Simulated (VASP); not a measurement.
# PbSe2 (P6_322) in VASP: single point with r2SCAN

Aim: the single point of PbSe2 with r2SCAN.

All numbers are computed with VASP 6.6.1; they aren't measurements. Logs are shortened: lines on timing, memory, paths and dates and some standing lists are left out, and cuts for length are marked.

### Step 1. The cell of the first run

Symmetry: P6_322, No. 182, hexagonal system. The conventional cell has a = 6.850 Å, b = 6.850 Å, c = 13.991 Å, α = 90.00°, β = 90.00°, γ = 120.00°. Within 3.5 Å of Pb (site symmetry 3) lie 4 Se at 2.62 to 2.70 Å. Within 3.6 Å of Se (site symmetry 2) lie 2 Pb at 2.70 Å and 2 Se at 3.13 Å. Within 3.5 Å of Se (site symmetry 32) lie 2 Pb at 2.62 Å.

### Step 2. Single point, r2SCAN

POSCAR

```
PbSe2
1.0
    6.8500202883      0.0000000000      0.0000000000
   -3.4250101441      5.9322915861      0.0000000000
    0.0000000000      0.0000000000     13.9911561510
Pb Se
4 8
Direct
    0.6666666667      0.3333333333      0.9370389016
    0.6666666667      0.3333333333      0.5629610984
    0.3333333333      0.6666666667      0.0629610984
    0.3333333333      0.6666666667      0.4370389016
    0.0000000000      0.2638963626      0.0000000000
    0.2638963626      0.2638963626      0.5000000000
    0.7361036374      0.0000000000      0.5000000000
    0.7361036374      0.7361036374      0.0000000000
    0.0000000000      0.7361036374      0.5000000000
    0.6666666667      0.3333333333      0.7500000000
    0.3333333333      0.6666666667      0.2500000000
    0.2638963626      0.0000000000      0.0000000000
```

INCAR.step1

```
SYSTEM = PbSe2
PREC = Accurate
ENCUT = 520
ISMEAR = 0
SIGMA = 0.1
LREAL = .False.
LASPH = .True.
NELM = 100
NBANDS = 64
GGA = PE
ALGO = Normal
EDIFF = 1E-4
LWAVE = .True.
LCHARG = .False.
```

INCAR.step2

```
SYSTEM = PbSe2
PREC = Accurate
ENCUT = 520
EDIFF = 1E-7
ISMEAR = 0
SIGMA = 0.1
LREAL = .False.
LASPH = .True.
NELM = 100
ALGO = Normal
ISIF = 2
LWAVE = .False.
LCHARG = .True.
METAGGA = R2SCAN
LMIXTAU = .True.
LELF = .True.
LVHAR = .True.
NBANDS = 64
ISTART = 1
```

KPOINTS

```
Automatic mesh
0
Gamma
  3 3 2
  0 0 0
```

Potentials or basis: VASP PAW PBE potentials, release 64 (Pb_d, Se).

Started as:

```
$ cat potpaw_PBE.64/Pb_d/POTCAR potpaw_PBE.64/Se/POTCAR > POTCAR
$ cp INCAR.step1 INCAR
$ mpirun -np 1 vasp_std > vasp.out
$ cp INCAR.step2 INCAR
$ mpirun -np 1 vasp_std > vasp.out
```

OUTCAR:

```text
SYSTEM = PbSe2
   PREC = Accurate
   ENCUT = 520
   EDIFF = 1E-7
   ISMEAR = 0
   LREAL = .False.
   LASPH = .True.
   NELM = 100
   ISIF = 2
   METAGGA = R2SCAN
   ISTART = 1

 ion  position               nearest neighbor table
   1  0.667  0.333  0.937-  10 2.62   5 2.70  12 2.70   8 2.70
   2  0.667  0.333  0.563-  10 2.62   7 2.70   9 2.70   6 2.70
   3  0.333  0.667  0.063-  11 2.62  12 2.70   5 2.70   8 2.70
   4  0.333  0.667  0.437-  11 2.62   9 2.70   7 2.70   6 2.70
   5  0.000  0.264  0.000-   1 2.70   3 2.70
   6  0.264  0.264  0.500-   4 2.70   2 2.70
   7  0.736  0.000  0.500-   2 2.70   4 2.70
   8  0.736  0.736  0.000-   1 2.70   3 2.70
   9  0.000  0.736  0.500-   4 2.70   2 2.70
  10  0.667  0.333  0.750-   1 2.62   2 2.62
  11  0.333  0.667  0.250-   3 2.62   4 2.62
  12  0.264  0.000  0.000-   3 2.70   1 2.70

  LATTYP: Found a hexagonal cell.
 ALAT       =     6.8500202883
 C/A-ratio  =     2.0424984981

  Lattice vectors:

 A1 = (   6.8500202883,   0.0000000000,   0.0000000000)
 A2 = (  -3.4250101441,   5.9322915861,   0.0000000000)
 A3 = (   0.0000000000,   0.0000000000,  13.9911561510)

Analysis of symmetry for initial positions (statically):
=====================================================================
 Subroutine PRICEL returns:
 Original cell was already a primitive cell.

 Routine SETGRP: Setting up the symmetry group for a
 hexagonal supercell.

 Subroutine GETGRP returns: Found 12 space group operations
 (whereof  6 operations were pure point group operations)
 out of a pool of 24 trial point group operations.

The static configuration has the point symmetry D_3 .
 The point group associated with its full space group is D_6 .

Analysis of symmetry for dynamics (positions and initial velocities):
=====================================================================
 Subroutine PRICEL returns:
 Original cell was already a primitive cell.

 Routine SETGRP: Setting up the symmetry group for a
 hexagonal supercell.

 Subroutine GETGRP returns: Found 12 space group operations
 (whereof  6 operations were pure point group operations)
 out of a pool of 24 trial point group operations.

The dynamic configuration has the point symmetry D_3 .
 The point group associated with its full space group is D_6 .

 Subroutine INISYM returns: Found 12 space group operations
 (whereof  6 operations are pure point group operations),
 and found     1 'primitive' translations

----------------------------------------------------------------------------------------

                                     Primitive cell

  volume of cell :     568.5491

  direct lattice vectors                    reciprocal lattice vectors
     6.850020288  0.000000000  0.000000000     0.145984969  0.084284461  0.000000000
    -3.425010144  5.932291586  0.000000000     0.000000000  0.168568922  0.000000000
     0.000000000  0.000000000 13.991156151     0.000000000  0.000000000  0.071473722

  length of vectors
     6.850020288  6.850020288 13.991156151     0.168568922  0.168568922  0.071473722

  position of ions in fractional coordinates (direct lattice)
     0.666666667  0.333333333  0.937038902
     0.666666667  0.333333333  0.562961098
     0.333333333  0.666666667  0.062961098
     0.333333333  0.666666667  0.437038902
     1.000000000  0.263896363  0.000000000
     0.263896363  0.263896363  0.500000000
     0.736103637  0.000000000  0.500000000
     0.736103637  0.736103637  0.000000000
     1.000000000  0.736103637  0.500000000
     0.666666667  0.333333333  0.750000000
     0.333333333  0.666666667  0.250000000
     0.263896363  0.000000000  0.000000000

  ion indices of the primitive-cell ions
   primitive index   ion index
                 1           1
                 2           2
                 3           3
                 4           4
                 5           5
                 6           6
                 7           7
                 8           8
                 9           9
                10          10
                11          11
                12          12

----------------------------------------------------------------------------------------

 KPOINTS: Automatic mesh

Automatic generation of k-mesh.
 Grid dimensions read from file:
 generate k-points for:    3    3    2

 Generating k-lattice:

  Cartesian coordinates                     Fractional coordinates (reciprocal lattice)
     0.048661656  0.028094820  0.000000000     0.333333333 -0.000000000  0.000000000
     0.000000000  0.056189641  0.000000000     0.000000000  0.333333333  0.000000000
     0.000000000  0.000000000  0.035736861     0.000000000  0.000000000  0.500000000

  Length of vectors
     0.056189641  0.056189641  0.035736861

  Shift w.r.t. Gamma in fractional coordinates (k-lattice)
     0.000000000  0.000000000  0.000000000

 Subroutine IBZKPT returns following result:
 ===========================================

 Found      6 irreducible k-points:

 Following reciprocal coordinates:
            Coordinates               Weight
  0.000000  0.000000  0.000000      1.000000
  0.333333  0.000000  0.000000      6.000000
  0.333333  0.333333  0.000000      2.000000
  0.000000  0.000000  0.500000      1.000000
  0.333333  0.000000  0.500000      6.000000
  0.333333  0.333333  0.500000      2.000000
   k-points           NKPTS =      6   k-points in BZ     NKDIM =      6   number of bands    NBANDS=     64
   number of dos      NEDOS =    301   number of ions     NIONS =     12
   total plane-waves  NPLWV = 314928
   dimension x,y,z NGX =    54 NGY =   54 NGZ =  108
   dimension x,y,z NGXF=   108 NGYF=  108 NGZF=  216
   ions per type =               4   8
   NGX,Y,Z   is equivalent  to a cutoff of  13.11, 13.11, 12.83 a.u.
   NGXF,Y,Z  is equivalent  to a cutoff of  26.21, 26.21, 25.67 a.u.
 SYSTEM =  PbSe2
   PREC   = accura    normal or accurate (medium, high low for compatibility)
   ISTART =      1    job   : 0-new  1-cont  2-samecut
   ICHARG =      0    charge: 1-file 2-atom 10-const
   ISPIN  =      1    spin polarized calculation?
   LNONCOLLINEAR =      F non collinear calculations
   LSORBIT =      F    spin-orbit coupling
   LASPH  =      T    aspherical Exc in radial PAW
   ENCUT  =  520.0 eV  38.22 Ry    6.18 a.u.  12.74 12.74 26.01*2*pi/ulx,y,z
   NELM   =    100;   NELMIN=  2; NELMDL=  0     # of ELM steps
   EDIFF  = 0.1E-06   stopping-criterion for ELM
   LREAL  =      F    real-space projection
   EDIFFG = 0.1E-05   stopping-criterion for IOM
   NSW    =      0    number of steps for IOM
   IBRION =     -1    ionic relax: 0-MD 1-quasi-New 2-CG
   NFREE  =      0    steps in history (QN), initial steepest desc. (CG)
   ISIF   =      2    stress and relaxation
   ISYM   =      2    0-nonsym 1-usesym 2-fastsym
   POTIM  = 0.5000    time-step for ionic-motion
   TEBEG  =    0.0;   TEEND  =   0.0 temperature during run
   PSTRESS=    0.0 pullay stress
   NELECT =     104.0000    total number of electrons
   NUPDOWN=      -1.0000    fix difference up-down
   EMIN   =  10.00;   EMAX   =-10.00  energy-range for DOS
   EFERMI =   0.00;   METHOD = LEGACY
   ISMEAR =     0;   SIGMA  =   0.10  broadening in eV -4-tet -1-fermi 0-gaus
   EFERMI_NEDOS =   21; number of points for ismear=-14 and -15
   IALGO  =     38    algorithm
   IMIX   =      4    mixing-type and parameters
     AMIX     =   0.40;   BMIX     =  1.00
     AMIX_MAG =   1.60;   BMIX_MAG =  1.00
  volume/ion in A,a.u.               =      47.38       319.73
  Fermi-wavevector in a.u.,A,eV,Ry     =   0.929316  1.756152 11.750369  0.863628
  Thomas-Fermi vector in A             =   2.055585
   LORBIT       =      0    0 simple, 1 ext, 2 COOP (PROOUT), +10 PAW based schemes
   METAGGA = R2SCAN    functional components
   LHFCALC =     F    Hartree Fock is set to
   AEXX    =    0.0000 exact exchange contribution
   IVDW    =     0    specifies the selected vdW correction
   LEPSILON=     F    determine dielectric tensor
   LRPA    =     F    only Hartree local field effects (RPA)
 non-spin polarized calculation
 Gauss-broadening in eV      SIGMA  =   0.10
  energy-cutoff  :      520.00
  volume of cell :      568.55
 maximum number of plane-waves:     15318
 NGX is ok and might be reduce to    54
   NGX = 25   NGY = 25   NGZ = 53

 number of electron     104.0000017 magnetization

 Free energy of the ion-electron system (eV)
  ---------------------------------------------------
  ext. energy  EPLUGINS =         0.00000000
  ---------------------------------------------------
  free energy    TOTEN  =      -338.54220859 eV

  energy without entropy =     -338.51572286  energy(sigma->0) =     -338.52896572

 E-fermi :  -0.5200     XC(G=0):  -6.8773

 val. band max:       -0.5310259047   @ k =   0.0000   0.0000   0.0000
 cond. band min:      -0.5070292560   @ k =   0.0000   0.0000   0.5000
 fundamental gap:      0.0239966486
 Fermi energy:        -0.5200477546

 k-point     1 :       0.0000    0.0000    0.0000
  band No.  band energies     occupation
      1     -18.0216      2.00000
      2     -18.0035      2.00000
      3     -18.0035      2.00000
      4     -18.0034      2.00000
      5     -18.0034      2.00000
      6     -18.0003      2.00000
[... 56 lines left out ...]
     63       4.2976      0.00000
     64       4.6224      0.00000

 k-point     2 :       0.3333    0.0000    0.0000
  band No.  band energies     occupation
      1     -18.0208      2.00000
      2     -18.0155      2.00000
      3     -18.0077      2.00000
      4     -18.0058      2.00000
      5     -17.9918      2.00000
      6     -17.9731      2.00000
[... 257 lines left out ...]
     63       4.5746      0.00000
     64       4.5746      0.00000

 k-point     6 :       0.3333    0.3333    0.5000
  band No.  band energies     occupation
      1     -18.0179      2.00000
      2     -18.0179      2.00000
      3     -18.0099      2.00000
      4     -18.0099      2.00000
      5     -17.9798      2.00000
      6     -17.9798      2.00000
[... 56 lines left out ...]
     63       4.9181      0.00000
     64       4.9181      0.00000

------------------------ aborting loop because EDIFF is reached ----------------------------------------

  FORCE on cell =-STRESS in cart. coord.  units (eV):
  Direction    XX          YY          ZZ          XY          YZ          ZX
  --------------------------------------------------------------------------------------
  -------------------------------------------------------------------------------------
  Total       -0.6468418     -0.6468418      0.5700317     -0.0000000     -0.0000000      0.0000000
  in kB       -1.8228072     -1.8228072      1.6063553     -0.0000000     -0.0000000      0.0000000
  external PRESSURE =      -0.6797530 kB  Pullay stress =       0.0000000 kB

 VOLUME and BASIS-vectors are now :
 -----------------------------------------------------------------------------
  energy-cutoff  :      520.00
  volume of cell :      568.55
      direct lattice vectors                 reciprocal lattice vectors
     6.850020288  0.000000000  0.000000000     0.145984969  0.084284461  0.000000000
    -3.425010144  5.932291586  0.000000000     0.000000000  0.168568922  0.000000000
     0.000000000  0.000000000 13.991156151     0.000000000  0.000000000  0.071473722

 POSITION                                       TOTAL-FORCE (eV/Angst)
 -----------------------------------------------------------------------------------
      3.42501      1.97743     13.11026        -0.000000      0.000000      0.023107
      3.42501      1.97743      7.87648        -0.000000      0.000000     -0.023107
     -0.00000      3.95486      0.88090        -0.000000      0.000000     -0.023107
     -0.00000      3.95486      6.11468        -0.000000      0.000000      0.023107
     -0.90385      1.56551      0.00000         0.025660     -0.044445      0.000000
      0.90385      1.56551      6.99558        -0.025660     -0.044445      0.000000
      5.04232      0.00000      6.99558         0.051321      0.000000      0.000000
      2.52116      4.36678      0.00000         0.025660      0.044445      0.000000
     -2.52116      4.36678      6.99558        -0.025660      0.044445      0.000000
      3.42501      1.97743     10.49337        -0.000000      0.000000      0.000000
     -0.00000      3.95486      3.49779        -0.000000      0.000000      0.000000
      1.80770      0.00000      0.00000        -0.051321      0.000000      0.000000
 -----------------------------------------------------------------------------------
    total drift:                               -0.000001      0.000000     -0.000000

  FREE ENERGIE OF THE ION-ELECTRON SYSTEM (eV)
  ---------------------------------------------------
  free  energy   TOTEN  =      -338.5422085871 eV

  energy  without entropy=     -338.5157228578  energy(sigma->0) =     -338.52896572
```

It took 30 min on 1 thread of Oxide Virtual Turin-like, shared host; peak memory 0.77 GiB.

Results:

```
Free energy            : -338.5422 eV
Pressure               : -0.1 GPa
Largest force          : 0.051 eV/Å
Band gap on the k mesh : zero (filled and empty bands touch)
```

Forces in eV/Å, atoms in the order of the input:
```
Pb   0.000  0.000  0.023
Pb   0.000  0.000 -0.023
Pb   0.000  0.000 -0.023
Pb   0.000  0.000  0.023
Se   0.026 -0.044  0.000
Se  -0.026 -0.044  0.000
Se   0.051  0.000  0.000
Se   0.026  0.044  0.000
Se  -0.026  0.044  0.000
Se   0.000  0.000  0.000
Se   0.000  0.000  0.000
Se  -0.051  0.000  0.000
```

Caveat: semilocal functionals underestimate gaps, and a narrow one can read as zero; the PAW data sets were made with another functional, which shifts forces and pressure a little; spin-orbit coupling is left out, which moves the levels of the heavy elements.

The gap in the log of VASP goes by the Fermi energy; the results here count the filled bands.